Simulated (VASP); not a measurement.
# C (Cmme) in VASP: single point with r2SCAN

Aim: the single point of C with r2SCAN.

Everything below comes from runs of VASP 6.6.1. Logs are shortened: lines on timing, memory, paths and dates and some standing lists are left out, and cuts for length are marked.

## Step 1: The cell of the first run

It takes space group Cmme (No. 67, orthorhombic). Conventional cell: a = 2.456 Å, b = 4.253 Å, c = 14.481 Å, α = 90.00°, β = 90.00°, γ = 90.00°. C (site symmetry m) has 3 C at 1.42 Å within 1.9 Å. Within 1.9 Å of C (site symmetry m) lie 3 C at 1.42 Å.

## Step 2: Single point, r2SCAN (the distance across one plane changed)

POSCAR reads:

```
C
1.0
   -1.2281241545      2.1264611631      0.0000000000
   -1.2281241545     -2.1264611631      0.0000000000
    0.0000000000      0.0000000000     14.4811090042
C
8
Direct
    0.9166750129      0.0833249871      0.1228036319
    0.9166750129      0.0833249871      0.6141716963
    0.4166750129      0.5833249871      0.8599324969
    0.4166750129      0.5833249871      0.3685644325
    0.0833249871      0.9166750129      0.8599324969
    0.0833249871      0.9166750129      0.3685644325
    0.5833249871      0.4166750129      0.1228036319
    0.5833249871      0.4166750129      0.6141716963
```

INCAR.step1 reads:

```
  PREC = Accurate
  ENCUT = 520
  ISMEAR = 0
  SIGMA = 0.15
  LREAL = F
  LASPH = T
  NELM = 100
  NBANDS = 26
  GGA = PE
  ALGO = Normal
  EDIFF = 1E-4
  LWAVE = T
  LCHARG = F
```

INCAR.step2 reads:

```
  PREC = Accurate
  ENCUT = 520
  EDIFF = 1E-6
  ISMEAR = 0
  SIGMA = 0.15
  LREAL = F
  LASPH = T
  NELM = 100
  ALGO = Normal
  ISIF = 2
  LWAVE = F
  LCHARG = F
  METAGGA = R2SCAN
  LMIXTAU = T
  NBANDS = 26
  ISTART = 1
```

KPOINTS reads:

```
Automatic mesh
0
Gamma
  22 22 4
```

Potentials or basis: VASP PAW PBE potentials, release 64 (C).

On the command line:

```
> cat potpaw_PBE.64/C/POTCAR > POTCAR
> cp INCAR.step1 INCAR
> mpirun -np 1 vasp_std > vasp.out
> cp INCAR.step2 INCAR
> mpirun -np 1 vasp_std > vasp.out
```

OUTCAR:

```text
PREC = Accurate
   ENCUT = 520
   EDIFF = 1E-6
   ISMEAR = 0
   LREAL = F
   LASPH = T
   NELM = 100
   ISIF = 2
   METAGGA = R2SCAN
   ISTART = 1

 ion  position               nearest neighbor table
   1  0.917  0.083  0.123-   7 1.42   7 1.42   7 1.42
   2  0.917  0.083  0.614-   8 1.42   8 1.42   8 1.42
   3  0.417  0.583  0.860-   5 1.42   5 1.42   5 1.42
   4  0.417  0.583  0.369-   6 1.42   6 1.42   6 1.42
   5  0.083  0.917  0.860-   3 1.42   3 1.42   3 1.42
   6  0.083  0.917  0.369-   4 1.42   4 1.42   4 1.42
   7  0.583  0.417  0.123-   1 1.42   1 1.42   1 1.42
   8  0.583  0.417  0.614-   2 1.42   2 1.42   2 1.42

  LATTYP: Found a base centered orthorhombic cell.
 ALAT       =     2.4562483090
 B/A-ratio  =     1.7314708414
 C/A-ratio  =     5.8956209562

  Lattice vectors:

 A1 = (  -1.2281241545,   2.1264611631,   0.0000000000)
 A2 = (  -1.2281241545,  -2.1264611631,   0.0000000000)
 A3 = (   0.0000000000,   0.0000000000,  14.4811090042)

Analysis of symmetry for initial positions (statically):
=====================================================================
 Subroutine PRICEL returns:
 Original cell was already a primitive cell.

 Routine SETGRP: Setting up the symmetry group for a
 base centered orthorhombic supercell.

 Subroutine GETGRP returns: Found  8 space group operations
 (whereof  2 operations were pure point group operations)
 out of a pool of  8 trial point group operations.

The static configuration has the point symmetry C_1h.
 The point group associated with its full space group is D_2h.

Analysis of symmetry for dynamics (positions and initial velocities):
=====================================================================
 Subroutine PRICEL returns:
 Original cell was already a primitive cell.

 Routine SETGRP: Setting up the symmetry group for a
 base centered orthorhombic supercell.

 Subroutine GETGRP returns: Found  8 space group operations
 (whereof  2 operations were pure point group operations)
 out of a pool of  8 trial point group operations.

The dynamic configuration has the point symmetry C_1h.
 The point group associated with its full space group is D_2h.

 Subroutine INISYM returns: Found  8 space group operations
 (whereof  2 operations are pure point group operations),
 and found     1 'primitive' translations

----------------------------------------------------------------------------------------

                                     Primitive cell

  volume of cell :      75.6365

  direct lattice vectors                    reciprocal lattice vectors
    -1.228124154  2.126461163  0.000000000    -0.407124962  0.235132439  0.000000000
    -1.228124154 -2.126461163  0.000000000    -0.407124962 -0.235132439  0.000000000
     0.000000000  0.000000000 14.481109004     0.000000000  0.000000000  0.069055485

  length of vectors
     2.455631490  2.455631490 14.481109004     0.470146784  0.470146784  0.069055485

  position of ions in fractional coordinates (direct lattice)
     0.916675013  0.083324987  0.122803632
     0.916675013  0.083324987  0.614171696
     0.416675013  0.583324987  0.859932497
     0.416675013  0.583324987  0.368564433
     0.083324987  0.916675013  0.859932497
     0.083324987  0.916675013  0.368564433
     0.583324987  0.416675013  0.122803632
     0.583324987  0.416675013  0.614171696

  ion indices of the primitive-cell ions
   primitive index   ion index
                 1           1
                 2           2
                 3           3
                 4           4
                 5           5
                 6           6
                 7           7
                 8           8

----------------------------------------------------------------------------------------

 KPOINTS: Automatic mesh

Automatic generation of k-mesh.
 Grid dimensions read from file:
 generate k-points for:   22   22    4

 Generating k-lattice:

  Cartesian coordinates                     Fractional coordinates (reciprocal lattice)
    -0.018505680  0.010687838  0.000000000     0.045454545 -0.000000000  0.000000000
    -0.018505680 -0.010687838  0.000000000    -0.000000000  0.045454545  0.000000000
     0.000000000  0.000000000  0.017263871     0.000000000  0.000000000  0.250000000

  Length of vectors
     0.021370308  0.021370308  0.017263871

  Shift w.r.t. Gamma in fractional coordinates (k-lattice)
     0.000000000  0.000000000  0.000000000

 Subroutine IBZKPT returns following result:
 ===========================================

 Found    399 irreducible k-points:

 Following reciprocal coordinates:
            Coordinates               Weight
  0.000000  0.000000  0.000000      1.000000
  0.045455 -0.000000  0.000000      4.000000
  0.090909 -0.000000  0.000000      4.000000
  0.136364  0.000000  0.000000      4.000000
  0.181818 -0.000000  0.000000      4.000000
  0.227273 -0.000000  0.000000      4.000000
[... 16 lines left out ...]
  0.500000  0.045455  0.000000      4.000000
 -0.454545  0.045455  0.000000      4.000000
 [... further k-points ...]
   k-points           NKPTS =    399   k-points in BZ     NKDIM =    399   number of bands    NBANDS=     26
   number of dos      NEDOS =    301   number of ions     NIONS =      8
   total plane-waves  NPLWV =  34992
   dimension x,y,z NGX =    18 NGY =   18 NGZ =  108
   dimension x,y,z NGXF=    36 NGYF=   36 NGZF=  216
   ions per type =               8
   NGX,Y,Z   is equivalent  to a cutoff of  12.19, 12.19, 12.40 a.u.
   NGXF,Y,Z  is equivalent  to a cutoff of  24.37, 24.37, 24.80 a.u.
 SYSTEM =  unknown system
   PREC   = accura    normal or accurate (medium, high low for compatibility)
   ISTART =      1    job   : 0-new  1-cont  2-samecut
   ICHARG =      0    charge: 1-file 2-atom 10-const
   ISPIN  =      1    spin polarized calculation?
   LNONCOLLINEAR =      F non collinear calculations
   LSORBIT =      F    spin-orbit coupling
   LASPH  =      T    aspherical Exc in radial PAW
   ENCUT  =  520.0 eV  38.22 Ry    6.18 a.u.   4.57  4.57 26.93*2*pi/ulx,y,z
   NELM   =    100;   NELMIN=  2; NELMDL=  0     # of ELM steps
   EDIFF  = 0.1E-05   stopping-criterion for ELM
   LREAL  =      F    real-space projection
   EDIFFG = 0.1E-04   stopping-criterion for IOM
   NSW    =      0    number of steps for IOM
   IBRION =     -1    ionic relax: 0-MD 1-quasi-New 2-CG
   NFREE  =      0    steps in history (QN), initial steepest desc. (CG)
   ISIF   =      2    stress and relaxation
   ISYM   =      2    0-nonsym 1-usesym 2-fastsym
   POTIM  = 0.5000    time-step for ionic-motion
   TEBEG  =    0.0;   TEEND  =   0.0 temperature during run
   PSTRESS=    0.0 pullay stress
   NELECT =      32.0000    total number of electrons
   NUPDOWN=      -1.0000    fix difference up-down
   EMIN   =  10.00;   EMAX   =-10.00  energy-range for DOS
   EFERMI =   0.00;   METHOD = LEGACY
   ISMEAR =     0;   SIGMA  =   0.15  broadening in eV -4-tet -1-fermi 0-gaus
   EFERMI_NEDOS =   21; number of points for ismear=-14 and -15
   IALGO  =     38    algorithm
   IMIX   =      4    mixing-type and parameters
     AMIX     =   0.40;   BMIX     =  1.00
     AMIX_MAG =   1.60;   BMIX_MAG =  1.00
  volume/ion in A,a.u.               =       9.45        63.80
  Fermi-wavevector in a.u.,A,eV,Ry     =   1.228988  2.322451 20.550396  1.510411
  Thomas-Fermi vector in A             =   2.363892
   LORBIT       =      0    0 simple, 1 ext, 2 COOP (PROOUT), +10 PAW based schemes
   METAGGA = R2SCAN    functional components
   LHFCALC =     F    Hartree Fock is set to
   AEXX    =    0.0000 exact exchange contribution
   IVDW    =     0    specifies the selected vdW correction
   LEPSILON=     F    determine dielectric tensor
   LRPA    =     F    only Hartree local field effects (RPA)
 non-spin polarized calculation
 Gauss-broadening in eV      SIGMA  =   0.15
  energy-cutoff  :      520.00
  volume of cell :       75.64
 maximum number of plane-waves:      2075
   NGX =  9   NGY =  9   NGZ = 53

 number of electron      31.9999993 magnetization

 Free energy of the ion-electron system (eV)
  ---------------------------------------------------
  ext. energy  EPLUGINS =         0.00000000
  ---------------------------------------------------
  free energy    TOTEN  =       -79.49560143 eV

  energy without entropy =      -79.49516439  energy(sigma->0) =      -79.49538291

 E-fermi :   4.0045     XC(G=0): -10.5949

 val. band max:        3.8484489883   @ k =   0.3636   0.3182   0.0000
 cond. band min:       4.0940841480   @ k =   0.3182   0.3182   0.0000
 fundamental gap:      0.2456351597
 Fermi energy:         4.0045397818

 k-point     1 :       0.0000    0.0000    0.0000
  band No.  band energies     occupation
      1     -16.8853      2.00000
      2     -16.8139      2.00000
      3     -16.7913      2.00000
      4     -16.7186      2.00000
      5      -4.7345      2.00000
      6      -4.1634      2.00000
[... 18 lines left out ...]
     25      12.7856      0.00000
     26      12.8009      0.00000

 k-point     2 :       0.0455   -0.0000    0.0000
  band No.  band energies     occupation
      1     -16.8331      2.00000
      2     -16.7619      2.00000
      3     -16.7394      2.00000
      4     -16.6668      2.00000
      5      -4.6714      2.00000
      6      -4.1013      2.00000
[... 18 lines left out ...]
     25      13.0049      0.00000
     26      13.0072      0.00000

 k-point     3 :       0.0909   -0.0000    0.0000
  band No.  band energies     occupation
      1     -16.6766      2.00000
      2     -16.6061      2.00000
      3     -16.5837      2.00000
      4     -16.5119      2.00000
      5      -4.4823      2.00000
      6      -3.9154      2.00000
[... 572 lines left out ...]
 k-point    23 :       0.5000    0.0455    0.0000
  band No.  band energies     occupation
      1     -11.4696      2.00000
      2     -11.4353      2.00000
      3     -11.4243      2.00000
      4     -11.3925      2.00000
      5      -9.8339      2.00000
      6      -9.8061      2.00000
[... 18 lines left out ...]
     25      14.8479      0.00000
     26      16.1306      0.00000

 k-point    24 :      -0.4545    0.0455    0.0000
  band No.  band energies     occupation
      1     -12.3077      2.00000
      2     -12.2574      2.00000
      3     -12.2411      2.00000
      4     -12.1912      2.00000
      5      -8.8727      2.00000
      6      -8.8348      2.00000
[... 18 lines left out ...]
     25      13.6469      0.00000
     26      15.3001      0.00000

 [... further k-points ...]

------------------------ aborting loop because EDIFF is reached ----------------------------------------

  FORCE on cell =-STRESS in cart. coord.  units (eV):
  Direction    XX          YY          ZZ          XY          YZ          ZX
  --------------------------------------------------------------------------------------
  -------------------------------------------------------------------------------------
  Total        0.4804076      0.4650128     -0.1320416     -0.0000000      0.0000000      0.0000000
  in kB       10.1762767      9.8501751     -2.7969823     -0.0000000      0.0000000      0.0000000
  external PRESSURE =       5.7431565 kB  Pullay stress =       0.0000000 kB

 VOLUME and BASIS-vectors are now :
 -----------------------------------------------------------------------------
  energy-cutoff  :      520.00
  volume of cell :       75.64
      direct lattice vectors                 reciprocal lattice vectors
    -1.228124154  2.126461163  0.000000000    -0.407124962  0.235132439  0.000000000
    -1.228124154 -2.126461163  0.000000000    -0.407124962 -0.235132439  0.000000000
     0.000000000  0.000000000 14.481109004     0.000000000  0.000000000  0.069055485

 POSITION                                       TOTAL-FORCE (eV/Angst)
 -----------------------------------------------------------------------------------
     -1.22812      1.77209      1.77833         0.000000     -0.005574     -0.013287
     -1.22812      1.77209      8.89389         0.000000     -0.007647      0.000170
     -1.22812     -0.35437     12.45278         0.000000     -0.005574      0.013287
     -1.22812     -0.35437      5.33722         0.000000     -0.007647     -0.000170
     -1.22812     -1.77209     12.45278         0.000000      0.005574      0.013287
     -1.22812     -1.77209      5.33722         0.000000      0.007647     -0.000170
     -1.22812      0.35437      1.77833         0.000000      0.005574     -0.013287
     -1.22812      0.35437      8.89389         0.000000      0.007647      0.000170
 -----------------------------------------------------------------------------------
    total drift:                               -0.000000      0.000000      0.000009

  FREE ENERGIE OF THE ION-ELECTRON SYSTEM (eV)
  ---------------------------------------------------
  free  energy   TOTEN  =       -79.4956014333 eV

  energy  without entropy=      -79.4951643915  energy(sigma->0) =      -79.49538291
```

Run time: 74 min. Hardware: 1 thread of Oxide Virtual Turin-like, shared host; peak memory 0.54 GiB.

What came out:

| Quantity | Value |
| --- | --- |
| Free energy | -79.4956 eV |
| Pressure | 0.6 GPa |
| Largest force | 0.014 eV/Å |

Forces on the atoms (eV/Å):
```
C    0.000 -0.006 -0.013
C    0.000 -0.008  0.000
C    0.000 -0.006  0.013
C    0.000 -0.008  0.000
C    0.000  0.006  0.013
C    0.000  0.008  0.000
C    0.000  0.006 -0.013
C    0.000  0.008  0.000
```

Caveat: the cell differs from its parent crystal (the distance across one plane changed); the PAW data sets were made with another functional, which shifts forces and pressure a little.
